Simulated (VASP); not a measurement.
# SnTe3 (P6_3/mmc) in VASP: further runs

The runs below take SnTe3 through single point, relaxation of cell and atoms, with PBE.

Program: VASP 6.6.1. These are calculated values, not measurements. Logs are shortened: lines on timing, memory, paths and dates and some standing lists are left out, and cuts for length are marked.

## Step 1: The cell of the first run

It takes space group P6_3/mmc (No. 194, hexagonal). Conventional cell: a = 8.162 Å, b = 8.162 Å, c = 4.344 Å, α = 90.00°, β = 90.00°, γ = 120.00°. Within 4.4 Å of Sn (site symmetry -6m2) lie 12 Te at 3.16 to 4.08 Å and 2 Sn at 4.34 Å. Te (site symmetry mm2) has 4 Sn at 3.16 to 4.08 Å and 10 Te at 3.25 to 4.34 Å within 4.4 Å.

The cell was generated, and may not be a known phase.

## Step 2: Single point, PBE

INCAR

```
SYSTEM = SnTe3
ALGO     = Normal         ! electronic algorithm
EDIFF    = 1E-6           ! SCF threshold, eV
ENCUT    = 520            ! plane-wave cutoff, eV
GGA      = PE             ! functional
ISIF     = 2              ! what is computed and relaxed
ISMEAR   = 0              ! smearing method
LASPH    = .TRUE.         ! aspherical terms in the spheres
LCHARG   = .TRUE.         ! write CHGCAR
LELF     = .TRUE.         ! ELF
LREAL    = .FALSE.        ! projectors in reciprocal space
LVHAR    = .TRUE.       
LWAVE    = .FALSE.        ! write WAVECAR
NBANDS   = 42             ! bands
NELM     = 80             ! most SCF steps
PREC     = Accurate       ! precision mode
SIGMA    = 0.2            ! smearing width, eV
```

KPOINTS

```
k-points
0
G
  3 3 3
  0 0 0
```

POSCAR

```
SnTe3
1.0
    8.1620153365      0.0000000000      0.0000000000
   -4.0810076683      7.0685126275      0.0000000000
    0.0000000000      0.0000000000      4.3438845942
Sn Te
2 6
Direct
    0.3333333333      0.6666666667      0.7500000000
    0.6666666667      0.3333333333      0.2500000000
    0.1707868665      0.3415737330      0.2500000000
    0.6584262670      0.8292131335      0.2500000000
    0.1707868665      0.8292131335      0.2500000000
    0.8292131335      0.6584262670      0.7500000000
    0.3415737330      0.1707868665      0.7500000000
    0.8292131335      0.1707868665      0.7500000000
```

Potentials or basis: VASP PAW PBE potentials, release 64 (Sn_d, Te).

Launch:

```
$ cat potpaw_PBE.64/Sn_d/POTCAR potpaw_PBE.64/Te/POTCAR > POTCAR
$ mpirun -np 1 vasp_std > vasp.out
```

OUTCAR:

```text
SYSTEM = SnTe3
   EDIFF = 1E-6
   ENCUT = 520
   GGA = PE
   ISIF = 2
   ISMEAR = 0
   LASPH = .TRUE.
   LREAL = .FALSE.
   NELM = 80
   PREC = Accurate

 ion  position               nearest neighbor table
   1  0.333  0.667  0.750-   5 3.16   5 3.16   4 3.16   4 3.16   3 3.16   3 3.16
   2  0.667  0.333  0.250-   8 3.16   8 3.16   7 3.16   7 3.16   6 3.16   6 3.16
   3  0.171  0.342  0.250-   1 3.16   1 3.16   8 3.25   8 3.25   7 3.25   7 3.25
   4  0.658  0.829  0.250-   1 3.16   1 3.16   8 3.25   8 3.25   6 3.25   6 3.25
   5  0.171  0.829  0.250-   1 3.16   1 3.16   6 3.25   6 3.25   7 3.25   7 3.25
   6  0.829  0.658  0.750-   2 3.16   2 3.16   5 3.25   5 3.25   4 3.25   4 3.25
   7  0.342  0.171  0.750-   2 3.16   2 3.16   5 3.25   5 3.25   3 3.25   3 3.25
   8  0.829  0.171  0.750-   2 3.16   2 3.16   3 3.25   3 3.25   4 3.25   4 3.25

  LATTYP: Found a hexagonal cell.
 ALAT       =     8.1620153365
 C/A-ratio  =     0.5322073551

  Lattice vectors:

 A1 = (   8.1620153365,   0.0000000000,   0.0000000000)
 A2 = (  -4.0810076683,   7.0685126275,   0.0000000000)
 A3 = (   0.0000000000,   0.0000000000,   4.3438845942)

Analysis of symmetry for initial positions (statically):
=====================================================================
 Subroutine PRICEL returns:
 Original cell was already a primitive cell.

 Routine SETGRP: Setting up the symmetry group for a
 hexagonal supercell.

 Subroutine GETGRP returns: Found 24 space group operations
 (whereof 12 operations were pure point group operations)
 out of a pool of 24 trial point group operations.

The static configuration has the point symmetry D_3d.
 The point group associated with its full space group is D_6h.

Analysis of symmetry for dynamics (positions and initial velocities):
=====================================================================
 Subroutine PRICEL returns:
 Original cell was already a primitive cell.

 Routine SETGRP: Setting up the symmetry group for a
 hexagonal supercell.

 Subroutine GETGRP returns: Found 24 space group operations
 (whereof 12 operations were pure point group operations)
 out of a pool of 24 trial point group operations.

The dynamic configuration has the point symmetry D_3d.
 The point group associated with its full space group is D_6h.

 Subroutine INISYM returns: Found 24 space group operations
 (whereof 12 operations are pure point group operations),
 and found     1 'primitive' translations

----------------------------------------------------------------------------------------

                                     Primitive cell

  volume of cell :     250.6131

  direct lattice vectors                    reciprocal lattice vectors
     8.162015336  0.000000000  0.000000000     0.122518760  0.070736239  0.000000000
    -4.081007668  7.068512627  0.000000000     0.000000000  0.141472478  0.000000000
     0.000000000  0.000000000  4.343884594     0.000000000  0.000000000  0.230208694

  length of vectors
     8.162015336  8.162015337  4.343884594     0.141472478  0.141472478  0.230208694

  position of ions in fractional coordinates (direct lattice)
     0.333333333  0.666666667  0.750000000
     0.666666667  0.333333333  0.250000000
     0.170786867  0.341573733  0.250000000
     0.658426267  0.829213133  0.250000000
     0.170786867  0.829213133  0.250000000
     0.829213133  0.658426267  0.750000000
     0.341573733  0.170786867  0.750000000
     0.829213133  0.170786867  0.750000000

  ion indices of the primitive-cell ions
   primitive index   ion index
                 1           1
                 2           2
                 3           3
                 4           4
                 5           5
                 6           6
                 7           7
                 8           8

----------------------------------------------------------------------------------------

 KPOINTS: k-points

Automatic generation of k-mesh.
 Grid dimensions read from file:
 generate k-points for:    3    3    3

 Generating k-lattice:

  Cartesian coordinates                     Fractional coordinates (reciprocal lattice)
     0.040839587  0.023578746  0.000000000     0.333333333  0.000000000  0.000000000
     0.000000000  0.047157493  0.000000000     0.000000000  0.333333333  0.000000000
     0.000000000  0.000000000  0.076736231     0.000000000  0.000000000  0.333333333

  Length of vectors
     0.047157493  0.047157493  0.076736231

  Shift w.r.t. Gamma in fractional coordinates (k-lattice)
     0.000000000  0.000000000  0.000000000

 Subroutine IBZKPT returns following result:
 ===========================================

 Found      6 irreducible k-points:

 Following reciprocal coordinates:
            Coordinates               Weight
  0.000000  0.000000  0.000000      1.000000
  0.333333 -0.000000  0.000000      6.000000
  0.333333  0.333333  0.000000      2.000000
  0.000000  0.000000  0.333333      2.000000
  0.333333 -0.000000  0.333333     12.000000
  0.333333  0.333333  0.333333      4.000000
   k-points           NKPTS =      6   k-points in BZ     NKDIM =      6   number of bands    NBANDS=     42
   number of dos      NEDOS =    301   number of ions     NIONS =      8
   total plane-waves  NPLWV = 131072
   dimension x,y,z NGX =    64 NGY =   64 NGZ =   32
   dimension x,y,z NGXF=   128 NGYF=  128 NGZF=   64
   ions per type =               2   6
   NGX,Y,Z   is equivalent  to a cutoff of  13.04, 13.04, 12.25 a.u.
   NGXF,Y,Z  is equivalent  to a cutoff of  26.07, 26.07, 24.49 a.u.
 SYSTEM =  SnTe3
   PREC   = accura    normal or accurate (medium, high low for compatibility)
   ISTART =      0    job   : 0-new  1-cont  2-samecut
   ICHARG =      2    charge: 1-file 2-atom 10-const
   ISPIN  =      1    spin polarized calculation?
   LNONCOLLINEAR =      F non collinear calculations
   LSORBIT =      F    spin-orbit coupling
   LASPH  =      T    aspherical Exc in radial PAW
   ENCUT  =  520.0 eV  38.22 Ry    6.18 a.u.  15.18 15.18  8.08*2*pi/ulx,y,z
   NELM   =     80;   NELMIN=  2; NELMDL= -5     # of ELM steps
   EDIFF  = 0.1E-05   stopping-criterion for ELM
   LREAL  =      F    real-space projection
   EDIFFG = 0.1E-04   stopping-criterion for IOM
   NSW    =      0    number of steps for IOM
   IBRION =     -1    ionic relax: 0-MD 1-quasi-New 2-CG
   NFREE  =      0    steps in history (QN), initial steepest desc. (CG)
   ISIF   =      2    stress and relaxation
   ISYM   =      2    0-nonsym 1-usesym 2-fastsym
   POTIM  = 0.5000    time-step for ionic-motion
   TEBEG  =    0.0;   TEEND  =   0.0 temperature during run
   PSTRESS=    0.0 pullay stress
   NELECT =      64.0000    total number of electrons
   NUPDOWN=      -1.0000    fix difference up-down
   EMIN   =  10.00;   EMAX   =-10.00  energy-range for DOS
   EFERMI =   0.00;   METHOD = LEGACY
   ISMEAR =     0;   SIGMA  =   0.20  broadening in eV -4-tet -1-fermi 0-gaus
   EFERMI_NEDOS =   21; number of points for ismear=-14 and -15
   IALGO  =     38    algorithm
   IMIX   =      4    mixing-type and parameters
     AMIX     =   0.40;   BMIX     =  1.00
     AMIX_MAG =   1.60;   BMIX_MAG =  1.00
  volume/ion in A,a.u.               =      31.33       211.40
  Fermi-wavevector in a.u.,A,eV,Ry     =   1.038644  1.962753 14.677725  1.078782
  Thomas-Fermi vector in A             =   2.173138
   LORBIT       =      0    0 simple, 1 ext, 2 COOP (PROOUT), +10 PAW based schemes
   GGA     = PE    functional components
   LHFCALC =     F    Hartree Fock is set to
   AEXX    =    0.0000 exact exchange contribution
   IVDW    =     0    specifies the selected vdW correction
   LEPSILON=     F    determine dielectric tensor
   LRPA    =     F    only Hartree local field effects (RPA)
 non-spin polarized calculation
 Gauss-broadening in eV      SIGMA  =   0.20
  energy-cutoff  :      520.00
  volume of cell :      250.61
 maximum number of plane-waves:      6777
 NGX is ok and might be reduce to    64
   NGX = 31   NGY = 31   NGZ = 17

 number of electron      64.0000011 magnetization

 Free energy of the ion-electron system (eV)
  ---------------------------------------------------
  ext. energy  EPLUGINS =         0.00000000
  ---------------------------------------------------
  free energy    TOTEN  =       -26.17780809 eV

  energy without entropy =      -26.09309769  energy(sigma->0) =      -26.13545289

 E-fermi :   6.7061     XC(G=0):  -9.5361

 val. band max:        6.6921497617   @ k =   0.0000   0.0000   0.3333
 cond. band min:       6.8383541669   @ k =   0.0000   0.0000   0.0000
 fundamental gap:      0.1462044052
 Fermi energy:         6.7060892065

 k-point     1 :       0.0000    0.0000    0.0000
  band No.  band energies     occupation
      1     -15.0435      2.00000
      2     -15.0435      2.00000
      3     -15.0432      2.00000
      4     -15.0432      2.00000
      5     -15.0285      2.00000
      6     -15.0285      2.00000
[... 34 lines left out ...]
     41      10.0113      0.00000
     42      10.0121      0.00000

 k-point     2 :       0.3333   -0.0000    0.0000
  band No.  band energies     occupation
      1     -15.0439      2.00000
      2     -15.0438      2.00000
      3     -15.0429      2.00000
      4     -15.0428      2.00000
      5     -15.0286      2.00000
      6     -15.0284      2.00000
[... 34 lines left out ...]
     41      10.2579      0.00000
     42      10.5089      0.00000

 k-point     3 :       0.3333    0.3333    0.0000
  band No.  band energies     occupation
      1     -15.0442      2.00000
      2     -15.0433      2.00000
      3     -15.0433      2.00000
      4     -15.0424      2.00000
      5     -15.0286      2.00000
      6     -15.0282      2.00000
[... 34 lines left out ...]
     41       9.5427      0.00000
     42       9.5427      0.00000

 k-point     4 :       0.0000    0.0000    0.3333
  band No.  band energies     occupation
      1     -15.0429      2.00000
      2     -15.0429      2.00000
      3     -15.0425      2.00000
      4     -15.0425      2.00000
      5     -15.0333      2.00000
      6     -15.0333      2.00000
[... 34 lines left out ...]
     41       9.5843      0.00000
     42      10.4790      0.00000

 k-point     5 :       0.3333   -0.0000    0.3333
  band No.  band energies     occupation
      1     -15.0430      2.00000
      2     -15.0429      2.00000
      3     -15.0424      2.00000
      4     -15.0423      2.00000
      5     -15.0334      2.00000
      6     -15.0334      2.00000
[... 34 lines left out ...]
     41      10.1565      0.00000
     42      11.1668      0.00000

 k-point     6 :       0.3333    0.3333    0.3333
  band No.  band energies     occupation
      1     -15.0431      2.00000
      2     -15.0426      2.00000
      3     -15.0426      2.00000
      4     -15.0422      2.00000
      5     -15.0335      2.00000
      6     -15.0334      2.00000
[... 34 lines left out ...]
     41      10.9202      0.00000
     42      10.9202      0.00000

------------------------ aborting loop because EDIFF is reached ----------------------------------------

  FORCE on cell =-STRESS in cart. coord.  units (eV):
  Direction    XX          YY          ZZ          XY          YZ          ZX
  --------------------------------------------------------------------------------------
  -------------------------------------------------------------------------------------
  Total       -0.0923206     -0.0923206     -0.4317848      0.0000000     -0.0000000     -0.0000000
  in kB       -0.5902084     -0.5902084     -2.7604142      0.0000000     -0.0000000     -0.0000000
  external PRESSURE =      -1.3136104 kB  Pullay stress =       0.0000000 kB

 VOLUME and BASIS-vectors are now :
 -----------------------------------------------------------------------------
  energy-cutoff  :      520.00
  volume of cell :      250.61
      direct lattice vectors                 reciprocal lattice vectors
     8.162015336  0.000000000  0.000000000     0.122518760  0.070736239  0.000000000
    -4.081007668  7.068512627  0.000000000     0.000000000  0.141472478  0.000000000
     0.000000000  0.000000000  4.343884594     0.000000000  0.000000000  0.230208694

 POSITION                                       TOTAL-FORCE (eV/Angst)
 -----------------------------------------------------------------------------------
     -0.00000      4.71234      3.25791         0.000000     -0.000000      0.000000
      4.08101      2.35617      1.08597         0.000000      0.000000      0.000000
     -0.00000      2.41442      1.08597        -0.000000      0.056276      0.000000
      1.99006      5.86130      1.08597        -0.048737     -0.028138     -0.000000
     -1.99006      5.86130      1.08597         0.048737     -0.028138     -0.000000
      4.08101      4.65409      3.25791         0.000000     -0.056276     -0.000000
      2.09095      1.20721      3.25791         0.048737      0.028138      0.000000
      6.07107      1.20721      3.25791        -0.048737      0.028138      0.000000
 -----------------------------------------------------------------------------------
    total drift:                                0.000000     -0.000000      0.000000

  FREE ENERGIE OF THE ION-ELECTRON SYSTEM (eV)
  ---------------------------------------------------
  free  energy   TOTEN  =       -26.1778080894 eV

  energy  without entropy=      -26.0930976913  energy(sigma->0) =      -26.13545289
```

It took 79 s on 1 thread of Intel Xeon 8259CL, shared host; peak memory 0.36 GiB.

Results:

- Free energy: -26.1778 eV
- Pressure: -0.1 GPa
- Largest force: 0.056 eV/Å
- Band gap on the k mesh: zero (bands 32 and 33 overlap by 0.11 eV)

Forces in eV/Å, atoms in the order of the input:
```
Sn   0.000  0.000  0.000
Sn   0.000  0.000  0.000
Te   0.000  0.056  0.000
Te  -0.049 -0.028  0.000
Te   0.049 -0.028  0.000
Te   0.000 -0.056  0.000
Te   0.049  0.028  0.000
Te  -0.049  0.028  0.000
```

Caveat: the k points lie up to 0.48 Å⁻¹ apart; semilocal functionals underestimate gaps, and a narrow one can read as zero; spin-orbit coupling is left out, which moves the levels of the heavy elements.

## Step 3: Relaxation of cell and atoms, PBE

This run uses another cell than the first one, of 31.46 Å³/atom.

INCAR

```
PREC = Accurate
ENCUT = 600
EDIFF = 1E-7
ISMEAR = 0
SIGMA = 0.2
LREAL = False
LASPH = True
NELM = 60
ALGO = Normal
ISIF = 3
LWAVE = False
LCHARG = False
GGA = PE
IBRION = 2
NSW = 36
EDIFFG = -0.08
```

KPOINTS

```
regular mesh
0
Gamma
  3 3 3
```

POSCAR

```
SnTe3
1.0
    7.4385352800      0.0000000000      0.0000000000
   -3.7192676400      6.4419605200      0.0000000000
    0.0000000000      0.0000000000      5.2519982000
Sn Te
2 6
Direct
    0.3333333300      0.6666666700      0.7500000000
    0.6666666700      0.3333333300      0.2500000000
    0.1421550500      0.2843101000      0.2500000000
    0.7156899000      0.8578449500      0.2500000000
    0.1421550500      0.8578449500      0.2500000000
    0.8578449500      0.7156899000      0.7500000000
    0.2843101000      0.1421550500      0.7500000000
    0.8578449500      0.1421550500      0.7500000000
```

Potentials or basis: VASP PAW PBE potentials, release 64 (Sn_d, Te).

Launch:

```
$ cat potpaw_PBE.64/Sn_d/POTCAR potpaw_PBE.64/Te/POTCAR > POTCAR
$ mpirun -np 1 vasp_std > vasp.out
```

Run time: 12 min. Hardware: 1 thread of Intel Xeon 8259CL, shared host; peak memory 0.45 GiB.

The run converged. Its results:

```
Free energy                           : -25.0122 eV
Relaxed volume                        : 29.09 Å³/atom
Relaxed cell                          : a = 7.240 Å, b = 7.240 Å, c = 5.126 Å, α = 90.00°, β = 90.00°, γ = 120.00°
Space group after relaxing (to 0.1 Å) : P6_3/mmc (No. 194)
Energy gained by relaxing             : 198.9 meV/atom
Ionic steps                           : 9
Pressure after relaxing               : 0.0 GPa
Band gap on the k mesh                : zero (bands 32 and 33 overlap by 1.35 eV)
```

Forces on the atoms (eV/Å):
```
Sn   0.000  0.000  0.000
Sn   0.000  0.000  0.000
Te   0.000 -0.002  0.000
Te   0.002  0.001  0.000
Te  -0.002  0.001  0.000
Te   0.000  0.002  0.000
Te  -0.002 -0.001  0.000
Te   0.002 -0.001  0.000
```

Stress tensor (GPa, compression positive):
```
 0.23  0.00  0.00
 0.00  0.23  0.00
 0.00  0.00 -0.42
```

Step by step:
```csv
step,energy change (eV),largest force (eV/Å),pressure (GPa),volume (Å³)
1,0.0000,1.4783,0.47,251.67
2,-0.5186,1.0282,-1.61,255.06
3,-0.9140,0.4871,-3.76,260.53
4,-1.3033,0.4008,-2.54,248.04
5,-1.5691,0.1596,0.43,230.25
6,-1.5695,0.1411,0.65,229.25
7,-1.5803,0.0785,0.53,229.83
8,-1.5872,0.0190,0.37,230.81
9,-1.5910,0.0024,0.01,232.71
```

Final structure:
```
Sn Te
1.0
     7.24005    0.00000    0.00000
    -3.62002    6.27007    0.00000
     0.00000    0.00000    5.12627
Sn Te
2 6
Direct
  0.33333 0.66667 0.75000
  0.66667 0.33333 0.25000
  0.16902 0.33804 0.25000
  0.66196 0.83098 0.25000
  0.16902 0.83098 0.25000
  0.83098 0.66196 0.75000
  0.33804 0.16902 0.75000
  0.83098 0.16902 0.75000
```

Levels at points of the mesh, in eV from the Fermi level:
| k point | band 29 | band 30 | band 31 | band 32 | band 33 | band 34 | band 35 | band 36 | band 37 | band 38 |
| --- | --- | --- | --- | --- | --- | --- | --- | --- | --- | --- |
| (0.00, 0.00, 0.00) | -1.70 | -0.84 | -0.84 | -0.59 | -0.59 | 0.81 | 0.81 | 0.85 | 1.84 | 3.47 |

Caveat: the k points lie up to 0.41 Å⁻¹ apart in the final cell, too coarse for converged energies and pressures of a metal; spin-orbit coupling is left out, which moves the levels of the heavy elements.

The gap in the log of VASP goes by the Fermi energy; the results here count the filled bands.